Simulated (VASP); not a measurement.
# Pb (I4_1/amd) in VASP: single point with PBEsol

Aim: the single point of Pb with PBEsol.

Program: VASP 6.6.1. These are calculated values, not measurements. Logs are shortened: lines on timing, memory, paths and dates and some standing lists are left out, and cuts for length are marked.

### 1 The cell of the first run

It takes space group I4_1/amd (No. 141, tetragonal). The conventional cell has a = 4.863 Å, b = 4.863 Å, c = 6.603 Å, α = 90.00°, β = 90.00°, γ = 90.00°. Pb (site symmetry -4m2) has 4 Pb at 2.94 Å within 3.9 Å.

### 2 Single point, PBEsol

File INCAR:

```
PREC     = Accurate       # precision mode
ENCUT    = 520            # plane-wave cutoff, eV
EDIFF    = 1E-6           # SCF threshold, eV
ISMEAR   = -1             # smearing method
SIGMA    = 0.05           # smearing width, eV
LREAL    = F              # projectors in reciprocal space
LASPH    = T              # aspherical terms in the spheres
NELM     = 60             # most SCF steps
ALGO     = Normal         # electronic algorithm
ISIF     = 2              # what is computed and relaxed
LWAVE    = F              # write WAVECAR
LCHARG   = T              # write CHGCAR
GGA      = PS             # functional
LELF     = T              # ELF
LVHAR    = T            
NBANDS   = 21             # bands
```

File KPOINTS:

```
Automatic mesh
0
Gamma
  6 6 6
```

File POSCAR:

```
Pb
1.0
    0.0000000000      3.4390000555      3.3014400533
    3.4390000555      0.0000000000      3.3014400533
    3.4390000555      3.4390000555      0.0000000000
Pb
2
Direct
    0.2500000000      0.2500000000      0.2500000000
    0.0000000000      0.0000000000      0.0000000000
```

Potentials or basis: VASP PAW PBE potentials, release 64 (Pb_d).

Command:

```sh
$ cat potpaw_PBE.64/Pb_d/POTCAR > POTCAR
$ mpirun -np 1 vasp_std > vasp.out
```

OUTCAR:

```text
PREC = Accurate
   ENCUT = 520
   EDIFF = 1E-6
   ISMEAR = -1
   LREAL = F
   LASPH = T
   NELM = 60
   ISIF = 2
   GGA = PS

 ion  position               nearest neighbor table
   1  0.250  0.250  0.250-   2 2.94   2 2.94   2 2.94   2 2.94
   2  0.000  0.000  0.000-   1 2.94   1 2.94   1 2.94   1 2.94

  LATTYP: Found a body centered tetragonal cell.
 ALAT       =     4.8634805195
 C/A-ratio  =     1.3576450199

  Lattice vectors:

 A1 = (   0.0000000000,  -3.4390000555,  -3.3014400533)
 A2 = (   0.0000000000,   3.4390000555,  -3.3014400533)
 A3 = (   3.4390000555,   0.0000000000,   3.3014400533)

Analysis of symmetry for initial positions (statically):
=====================================================================
 Subroutine PRICEL returns:
 Original cell was already a primitive cell.

 Routine SETGRP: Setting up the symmetry group for a
 body centered tetragonal supercell.

 Subroutine GETGRP returns: Found 16 space group operations
 (whereof  8 operations were pure point group operations)
 out of a pool of 16 trial point group operations.

The static configuration has the point symmetry D_2d.
 The point group associated with its full space group is D_4h.

Analysis of symmetry for dynamics (positions and initial velocities):
=====================================================================
 Subroutine PRICEL returns:
 Original cell was already a primitive cell.

 Routine SETGRP: Setting up the symmetry group for a
 body centered tetragonal supercell.

 Subroutine GETGRP returns: Found 16 space group operations
 (whereof  8 operations were pure point group operations)
 out of a pool of 16 trial point group operations.

The dynamic configuration has the point symmetry D_2d.
 The point group associated with its full space group is D_4h.

 Subroutine INISYM returns: Found 16 space group operations
 (whereof  8 operations are pure point group operations),
 and found     1 'primitive' translations

----------------------------------------------------------------------------------------

                                     Primitive cell

  volume of cell :      78.0904

  direct lattice vectors                    reciprocal lattice vectors
     0.000000000  3.439000056  3.301440053    -0.145391100  0.145391100  0.151449062
     3.439000056  0.000000000  3.301440053     0.145391100 -0.145391100  0.151449062
     3.439000056  3.439000056  0.000000000     0.145391100  0.145391100 -0.151449062

  length of vectors
     4.767203353  4.767203353  4.863480519     0.255370245  0.255370245  0.255370245

  position of ions in fractional coordinates (direct lattice)
     0.250000000  0.250000000  0.250000000
     0.000000000  0.000000000  0.000000000

  ion indices of the primitive-cell ions
   primitive index   ion index
                 1           1
                 2           2

----------------------------------------------------------------------------------------

 KPOINTS: Automatic mesh

Automatic generation of k-mesh.
 Grid dimensions read from file:
 generate k-points for:    6    6    6

 Generating k-lattice:

  Cartesian coordinates                     Fractional coordinates (reciprocal lattice)
    -0.024231850  0.024231850  0.025241510     0.166666667  0.000000000  0.000000000
     0.024231850 -0.024231850  0.025241510     0.000000000  0.166666667  0.000000000
     0.024231850  0.024231850 -0.025241510     0.000000000  0.000000000  0.166666667

  Length of vectors
     0.042561708  0.042561708  0.042561708

  Shift w.r.t. Gamma in fractional coordinates (k-lattice)
     0.000000000  0.000000000  0.000000000

 Subroutine IBZKPT returns following result:
 ===========================================

 Found     30 irreducible k-points:

 Following reciprocal coordinates:
            Coordinates               Weight
  0.000000  0.000000  0.000000      1.000000
  0.166667  0.000000  0.000000      8.000000
  0.333333  0.000000  0.000000      8.000000
  0.500000  0.000000  0.000000      4.000000
  0.166667  0.166667  0.000000      2.000000
  0.333333  0.166667  0.000000      8.000000
[... 16 lines left out ...]
  0.333333  0.000000  0.333333      4.000000
  0.500000  0.000000  0.333333     16.000000
 [... further k-points ...]
   k-points           NKPTS =     30   k-points in BZ     NKDIM =     30   number of bands    NBANDS=     21
   number of dos      NEDOS =    301   number of ions     NIONS =      2
   total plane-waves  NPLWV =  46656
   dimension x,y,z NGX =    36 NGY =   36 NGZ =   36
   dimension x,y,z NGXF=    72 NGYF=   72 NGZF=   72
   ions per type =               2
   NGX,Y,Z   is equivalent  to a cutoff of  12.55, 12.55, 12.31 a.u.
   NGXF,Y,Z  is equivalent  to a cutoff of  25.11, 25.11, 24.61 a.u.
 SYSTEM =  unknown system
   PREC   = accura    normal or accurate (medium, high low for compatibility)
   ISTART =      0    job   : 0-new  1-cont  2-samecut
   ICHARG =      2    charge: 1-file 2-atom 10-const
   ISPIN  =      1    spin polarized calculation?
   LNONCOLLINEAR =      F non collinear calculations
   LSORBIT =      F    spin-orbit coupling
   LASPH  =      T    aspherical Exc in radial PAW
   ENCUT  =  520.0 eV  38.22 Ry    6.18 a.u.   8.86  8.86  9.04*2*pi/ulx,y,z
   NELM   =     60;   NELMIN=  2; NELMDL= -5     # of ELM steps
   EDIFF  = 0.1E-05   stopping-criterion for ELM
   LREAL  =      F    real-space projection
   EDIFFG = 0.1E-04   stopping-criterion for IOM
   NSW    =      0    number of steps for IOM
   IBRION =     -1    ionic relax: 0-MD 1-quasi-New 2-CG
   NFREE  =      0    steps in history (QN), initial steepest desc. (CG)
   ISIF   =      2    stress and relaxation
   ISYM   =      2    0-nonsym 1-usesym 2-fastsym
   POTIM  = 0.5000    time-step for ionic-motion
   TEBEG  =    0.0;   TEEND  =   0.0 temperature during run
   PSTRESS=    0.0 pullay stress
   NELECT =      28.0000    total number of electrons
   NUPDOWN=      -1.0000    fix difference up-down
   EMIN   =  10.00;   EMAX   =-10.00  energy-range for DOS
   EFERMI =   0.00;   METHOD = LEGACY
   ISMEAR =    -1;   SIGMA  =   0.05  broadening in eV -4-tet -1-fermi 0-gaus
   EFERMI_NEDOS =   21; number of points for ismear=-14 and -15
   IALGO  =     38    algorithm
   IMIX   =      4    mixing-type and parameters
     AMIX     =   0.40;   BMIX     =  1.00
     AMIX_MAG =   1.60;   BMIX_MAG =  1.00
  volume/ion in A,a.u.               =      39.05       263.49
  Fermi-wavevector in a.u.,A,eV,Ry     =   1.163041  2.197828 18.404107  1.352664
  Thomas-Fermi vector in A             =   2.299595
   LORBIT       =      0    0 simple, 1 ext, 2 COOP (PROOUT), +10 PAW based schemes
   GGA     = PS    functional components
   LHFCALC =     F    Hartree Fock is set to
   AEXX    =    0.0000 exact exchange contribution
   IVDW    =     0    specifies the selected vdW correction
   LEPSILON=     F    determine dielectric tensor
   LRPA    =     F    only Hartree local field effects (RPA)
 non-spin polarized calculation
  energy-cutoff  :      520.00
  volume of cell :       78.09
 maximum number of plane-waves:      2115
   NGX = 17   NGY = 17   NGZ = 19

 number of electron      28.0000012 magnetization

 Free energy of the ion-electron system (eV)
  ---------------------------------------------------
  ext. energy  EPLUGINS =         0.00000000
  ---------------------------------------------------
  free energy    TOTEN  =        -7.31134946 eV

  energy without entropy =       -7.30338798  energy(sigma->0) =       -7.30736872

 E-fermi :   4.4417     XC(G=0):  -8.7961

 val. band max:        4.4381518294   @ k =   0.1667   0.0000   0.0000
 cond. band min:       4.6413504866   @ k =   0.1667   0.0000   0.0000
 fundamental gap:      0.2031986572
 Fermi energy:         4.4417000806

 k-point     1 :       0.0000    0.0000    0.0000
  band No.  band energies     occupation
      1     -12.6880      2.00000
      2     -12.6607      2.00000
      3     -12.6607      2.00000
      4     -12.5917      2.00000
      5     -12.5776      2.00000
      6     -12.1194      2.00000
[... 13 lines left out ...]
     20      12.3100      0.00000
     21      12.3100      0.00000

 k-point     2 :       0.1667    0.0000    0.0000
  band No.  band energies     occupation
      1     -12.7059      2.00000
      2     -12.6862      2.00000
      3     -12.6629      2.00000
      4     -12.5514      2.00000
      5     -12.5409      2.00000
      6     -12.1573      2.00000
[... 13 lines left out ...]
     20      11.5926      0.00000
     21      11.7214      0.00000

 k-point     3 :       0.3333    0.0000    0.0000
  band No.  band energies     occupation
      1     -12.7297      2.00000
      2     -12.7054      2.00000
      3     -12.6516      2.00000
      4     -12.5070      2.00000
      5     -12.4993      2.00000
      6     -12.1962      2.00000
[... 13 lines left out ...]
     20      12.0628      0.00000
     21      12.0741      0.00000

 k-point     4 :       0.5000    0.0000    0.0000
  band No.  band energies     occupation
      1     -12.7368      2.00000
      2     -12.7090      2.00000
      3     -12.6449      2.00000
      4     -12.4940      2.00000
      5     -12.4874      2.00000
      6     -12.2092      2.00000
[... 13 lines left out ...]
     20      12.4977      0.00000
     21      13.0385      0.00000

 k-point     5 :       0.1667    0.1667    0.0000
  band No.  band energies     occupation
      1     -12.6936      2.00000
      2     -12.6789      2.00000
      3     -12.6789      2.00000
      4     -12.5556      2.00000
      5     -12.5123      2.00000
      6     -12.2103      2.00000
[... 13 lines left out ...]
     20      10.6188      0.00000
     21      13.0664      0.00000
[... 382 lines left out ...]
     20      12.1333      0.00000
     21      13.7181      0.00000

 k-point    22 :      -0.3333    0.5000    0.1667
  band No.  band energies     occupation
      1     -12.7573      2.00000
      2     -12.7573      2.00000
      3     -12.4812      2.00000
      4     -12.4812      2.00000
      5     -12.3368      2.00000
      6     -12.3368      2.00000
[... 13 lines left out ...]
     20      13.4296      0.00000
     21      14.4535      0.00000

 k-point    23 :       0.3333    0.0000    0.3333
  band No.  band energies     occupation
      1     -12.7426      2.00000
      2     -12.7279      2.00000
      3     -12.6699      2.00000
      4     -12.4554      2.00000
      5     -12.4176      2.00000
      6     -12.3498      2.00000
[... 13 lines left out ...]
     20      13.0947      0.00000
     21      14.1726      0.00000

 k-point    24 :       0.5000    0.0000    0.3333
  band No.  band energies     occupation
      1     -12.7696      2.00000
      2     -12.7480      2.00000
      3     -12.6024      2.00000
      4     -12.4627      2.00000
      5     -12.3969      2.00000
      6     -12.3039      2.00000
[... 13 lines left out ...]
     20      13.4537      0.00000
     21      13.9345      0.00000

 [... further k-points ...]

------------------------ aborting loop because EDIFF is reached ----------------------------------------

  FORCE on cell =-STRESS in cart. coord.  units (eV):
  Direction    XX          YY          ZZ          XY          YZ          ZX
  --------------------------------------------------------------------------------------
  -------------------------------------------------------------------------------------
  Total        0.9091877      0.9091877      0.9937782      0.0000000      0.0000000      0.0000000
  in kB       18.6537590     18.6537590     20.3892983      0.0000000      0.0000000      0.0000000
  external PRESSURE =      19.2322721 kB  Pullay stress =       0.0000000 kB

 VOLUME and BASIS-vectors are now :
 -----------------------------------------------------------------------------
  energy-cutoff  :      520.00
  volume of cell :       78.09
      direct lattice vectors                 reciprocal lattice vectors
     0.000000000  3.439000056  3.301440053    -0.145391100  0.145391100  0.151449062
     3.439000056  0.000000000  3.301440053     0.145391100 -0.145391100  0.151449062
     3.439000056  3.439000056  0.000000000     0.145391100  0.145391100 -0.151449062

 POSITION                                       TOTAL-FORCE (eV/Angst)
 -----------------------------------------------------------------------------------
      1.71950      1.71950      1.65072        -0.000000     -0.000000      0.000000
      0.00000      0.00000      0.00000         0.000000      0.000000     -0.000000
 -----------------------------------------------------------------------------------
    total drift:                                0.000000      0.000000      0.000000

  FREE ENERGIE OF THE ION-ELECTRON SYSTEM (eV)
  ---------------------------------------------------
  free  energy   TOTEN  =        -7.3113494598 eV

  energy  without entropy=       -7.3033879761  energy(sigma->0) =       -7.30736872
```

Run time: 17 s. Hardware: 1 thread of Intel Xeon 6975P-C (Granite Rapids), shared host; peak memory 0.21 GiB.

Results:

| Property | Result |
| --- | --- |
| Free energy | -7.3113 eV |
| Pressure | 1.9 GPa |
| Band gap on the k mesh | zero (band 14 reaches 4.88 eV, above the bottom of band 15 at 3.88 eV) |

Caveat: the PAW data sets were made with another functional, which shifts forces and pressure a little; spin-orbit coupling is left out, which moves the levels of the heavy elements.
